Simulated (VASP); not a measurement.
# InSb3 (Fm-3m) in VASP: single point with PBE-based global hybrid with 50 % exact exchange

Aim: the single point of InSb3 with PBE-based global hybrid with 50 % exact exchange.

All numbers are computed with VASP 6.6.1; they aren't measurements. Logs are shortened: lines on timing, memory, paths and dates and some standing lists are left out, and cuts for length are marked.

## (1) The cell of the first run

Symmetry: Fm-3m, No. 225, cubic system. The conventional cell has a = 7.589 Å, b = 7.589 Å, c = 7.589 Å, α = 90.00°, β = 90.00°, γ = 90.00°. Sb (site symmetry m-3m) has 8 Sb at 3.29 Å and 6 In at 3.79 Å within 4.3 Å. Within 4.3 Å of Sb (site symmetry -43m) lie 4 In at 3.29 Å and 10 Sb at 3.29 to 3.79 Å. Within 4.3 Å of In (site symmetry m-3m) lie 14 Sb at 3.29 to 3.79 Å.

## (2) Single point, PBE-based global hybrid with 50 % exact exchange

POSCAR reads:

```
InSb3
1.0
    0.0000000000      3.7945550000      3.7945550000
    3.7945550000      0.0000000000      3.7945550000
    3.7945550000      3.7945550000      0.0000000000
Sb In
3 1
Direct
    0.5000000000      0.5000000000      0.5000000000
    0.7500000000      0.7500000000      0.7500000000
    0.2500000000      0.2500000000      0.2500000000
    0.0000000000      0.0000000000      0.0000000000
```

INCAR.step1 reads:

```
ALGO = Normal ; EDIFF = 1E-5
ENCUT = 520 ; GGA = PE
ISIF = 2 ; ISMEAR = -1
LASPH = True ; LCHARG = False
LREAL = False ; LWAVE = True
NBANDS = 22 ; NELM = 100
PREC = Accurate ; SIGMA = 0.05
```

INCAR.step2 reads:

```
AEXX = 0.5 ; ALGO = Normal
EDIFF = 1E-7 ; ENCUT = 520
GGA = PE ; ISIF = 2
ISMEAR = -1 ; ISTART = 1
LASPH = True ; LCHARG = False
LHFCALC = True ; LREAL = False
LWAVE = False ; NBANDS = 22
NELM = 100 ; PREC = Accurate
PRECFOCK = Normal ; SIGMA = 0.05
```

KPOINTS reads:

```
k-points
0
Gamma
  4 4 4
```

Potentials or basis: VASP PAW PBE potentials, release 64 (Sb, In_d).

Command:

```
$ cat potpaw_PBE.64/Sb/POTCAR potpaw_PBE.64/In_d/POTCAR > POTCAR
$ cp INCAR.step1 INCAR
$ mpirun -np 1 vasp_std > vasp.out
$ cp INCAR.step2 INCAR
$ mpirun -np 1 vasp_std > vasp.out
```

OUTCAR:

```text
AEXX = 0.5
   EDIFF = 1E-7
   ENCUT = 520
   GGA = PE
   ISIF = 2
   ISMEAR = -1
   ISTART = 1
   LASPH = True
   LHFCALC = True
   LREAL = False
   NELM = 100
   PREC = Accurate
   PRECFOCK = Normal

 ion  position               nearest neighbor table
   1  0.500  0.500  0.500-   2 3.29   3 3.29   3 3.29   3 3.29   3 3.29   2 3.29   2 3.29   2 3.29
                             4 3.79   4 3.79   4 3.79   4 3.79   4 3.79   4 3.79
   2  0.750  0.750  0.750-   1 3.29   4 3.29   1 3.29   1 3.29   1 3.29   4 3.29   4 3.29   4 3.29

   3  0.250  0.250  0.250-   1 3.29   4 3.29   4 3.29   4 3.29   4 3.29   1 3.29   1 3.29   1 3.29

   4  0.000  0.000  0.000-   2 3.29   3 3.29   2 3.29   2 3.29   2 3.29   3 3.29   3 3.29   3 3.29
                             1 3.79   1 3.79   1 3.79   1 3.79   1 3.79   1 3.79

  LATTYP: Found a face centered cubic cell.
 ALAT       =     7.5891100000

  Lattice vectors:

 A1 = (   0.0000000000,   3.7945550000,   3.7945550000)
 A2 = (   3.7945550000,   0.0000000000,   3.7945550000)
 A3 = (   3.7945550000,   3.7945550000,   0.0000000000)

Analysis of symmetry for initial positions (statically):
=====================================================================
 Subroutine PRICEL returns:
 Original cell was already a primitive cell.

 Routine SETGRP: Setting up the symmetry group for a
 face centered cubic supercell.

 Subroutine GETGRP returns: Found 48 space group operations
 (whereof 48 operations were pure point group operations)
 out of a pool of 48 trial point group operations.

The static configuration has the point symmetry O_h .

Analysis of symmetry for dynamics (positions and initial velocities):
=====================================================================
 Subroutine PRICEL returns:
 Original cell was already a primitive cell.

 Routine SETGRP: Setting up the symmetry group for a
 face centered cubic supercell.

 Subroutine GETGRP returns: Found 48 space group operations
 (whereof 48 operations were pure point group operations)
 out of a pool of 48 trial point group operations.

The dynamic configuration has the point symmetry O_h .

 Subroutine INISYM returns: Found 48 space group operations
 (whereof 48 operations are pure point group operations),
 and found     1 'primitive' translations

----------------------------------------------------------------------------------------

[... 84 lines left out ...]
   NFREE  =      0    steps in history (QN), initial steepest desc. (CG)
   ISIF   =      2    stress and relaxation
   ISYM   =      3    0-nonsym 1-usesym 2-fastsym
   POTIM  = 0.5000    time-step for ionic-motion
   TEBEG  =    0.0;   TEEND  =   0.0 temperature during run
   PSTRESS=    0.0 pullay stress
   NELECT =      28.0000    total number of electrons
   NUPDOWN=      -1.0000    fix difference up-down
   EMIN   =  10.00;   EMAX   =-10.00  energy-range for DOS
   EFERMI =   0.00;   METHOD = LEGACY
   ISMEAR =    -1;   SIGMA  =   0.05  broadening in eV -4-tet -1-fermi 0-gaus
   EFERMI_NEDOS =   21; number of points for ismear=-14 and -15
   IALGO  =     38    algorithm
   IMIX   =      1    mixing-type and parameters
     AMIX     =   0.40;   BMIX     =  1.00
     AMIX_MAG =   1.60;   BMIX_MAG =  1.00
  volume/ion in A,a.u.               =      27.32       184.35
  Fermi-wavevector in a.u.,A,eV,Ry     =   1.039816  1.964968 14.710866  1.081218
  Thomas-Fermi vector in A             =   2.174364
   LORBIT       =      0    0 simple, 1 ext, 2 COOP (PROOUT), +10 PAW based schemes
   GGA     = PE    functional components
   LHFCALC =     T    Hartree Fock is set to
   PRECFOCK=normal    Normal, Fast or Accurate (Low or Medium for compatibility)
   ENCUT4O =  -1.0   cutoff for four orbital integrals eV
   NKREDX  =     1    reduce k-point grid by
   NKREDY  =     1    reduce k-point grid by
   NKREDZ  =     1    reduce k-point grid by
   AEXX    =    0.5000 exact exchange contribution
   HFSCREEN=    0.0000 screening length (either q_TF or 0.3 A-1)
   HFSCREENC=   0.0000 screening length for correlation (either q_TF or 0.3 A-1)
   ENCUTFOCK=  -1.0 apply spherical cutoff to Coloumb kernel
   IVDW    =     0    specifies the selected vdW correction
   LEPSILON=     F    determine dielectric tensor
   LRPA    =     F    only Hartree local field effects (RPA)
 non-spin polarized calculation
  energy-cutoff  :      520.00
  volume of cell :      109.27
 maximum number of plane-waves:      2954
  NGX = 30; NGY = 30; NGZ = 30

 number of electron      27.9999991 magnetization

 Free energy of the ion-electron system (eV)
  ---------------------------------------------------
  ext. energy  EPLUGINS =         0.00000000
  ---------------------------------------------------
  free energy    TOTEN  =       -25.38715551 eV

  energy without entropy =      -25.36215554  energy(sigma->0) =      -25.37465553

 E-fermi :   7.6648     XC(G=0):  -5.8979

 val. band max:        7.2724406847   @ k =   0.5000   0.0000   0.0000
 cond. band min:       7.6904609029   @ k =   0.5000   0.2500   0.0000
 fundamental gap:      0.4180202181
 Fermi energy:         7.6648011797

 k-point     1 :       0.0000    0.0000    0.0000
  band No.  band energies     occupation
      1     -11.8012      2.00000
      2     -11.8012      2.00000
      3     -11.8012      2.00000
      4     -11.7658      2.00000
      5     -11.7658      2.00000
      6      -8.2492      2.00000
[... 189 lines left out ...]
     21      13.5035      0.00000
     22      17.6032      0.00000

------------------------ aborting loop because EDIFF is reached ----------------------------------------

  FORCE on cell =-STRESS in cart. coord.  units (eV):
  Direction    XX          YY          ZZ          XY          YZ          ZX
  --------------------------------------------------------------------------------------
  -------------------------------------------------------------------------------------
  Total       -5.8941400     -5.8941400     -5.8941400      0.0000000      0.0000000      0.0000000
  in kB      -86.4208393    -86.4208393    -86.4208393      0.0000000      0.0000000      0.0000000
  external PRESSURE =     -86.4208393 kB  Pullay stress =       0.0000000 kB

 VOLUME and BASIS-vectors are now :
 -----------------------------------------------------------------------------
  energy-cutoff  :      520.00
  volume of cell :      109.27
      direct lattice vectors                 reciprocal lattice vectors
     0.000000000  3.794555000  3.794555000    -0.131767757  0.131767757  0.131767757
     3.794555000  0.000000000  3.794555000     0.131767757 -0.131767757  0.131767757
     3.794555000  3.794555000  0.000000000     0.131767757  0.131767757 -0.131767757

 POSITION                                       TOTAL-FORCE (eV/Angst)
 -----------------------------------------------------------------------------------
      3.79455      3.79455      3.79455        -0.000000      0.000000     -0.000000
      5.69183      5.69183      5.69183        -0.000000      0.000000      0.000000
      1.89728      1.89728      1.89728         0.000000     -0.000000     -0.000000
      0.00000      0.00000      0.00000        -0.000000      0.000000     -0.000000
 -----------------------------------------------------------------------------------
    total drift:                                0.000000     -0.000000      0.000000

  FREE ENERGIE OF THE ION-ELECTRON SYSTEM (eV)
  ---------------------------------------------------
  free  energy   TOTEN  =       -25.3871555123 eV

  energy  without entropy=      -25.3621555446  energy(sigma->0) =      -25.37465553
```

OUTCAR.step1:

```text
EDIFF = 1E-5
   ENCUT = 520
   GGA = PE
   ISIF = 2
[... 413 lines left out ...]
      3.79455      3.79455      3.79455         0.000000     -0.000000     -0.000000
      5.69183      5.69183      5.69183         0.000000      0.000000     -0.000000
      1.89728      1.89728      1.89728        -0.000000     -0.000000      0.000000
      0.00000      0.00000      0.00000         0.000000     -0.000000     -0.000000
 -----------------------------------------------------------------------------------
    total drift:                               -0.000000      0.000000      0.000000

  FREE ENERGIE OF THE ION-ELECTRON SYSTEM (eV)
  ---------------------------------------------------
  free  energy   TOTEN  =       -14.0973355475 eV

  energy  without entropy=      -14.0404650074  energy(sigma->0) =      -14.06890028
```

Wall time 61 min (1 thread of Intel Xeon Platinum 8488C (Sapphire Rapids), shared host); peak memory 0.25 GiB.

What came out:

```yaml
Free_energy: -25.3872 eV
Pressure: -8.6 GPa
Band_gap_on_the_k_mesh: zero (bands 14 and 15 overlap by 4.65 eV)
```

Caveat: the cell stands under tension; the PAW data sets were made with another functional, which shifts forces and pressure a little; spin-orbit coupling is left out, which moves the levels of the heavy elements.

The gap in the log of VASP goes by the Fermi energy; the results here count the filled bands.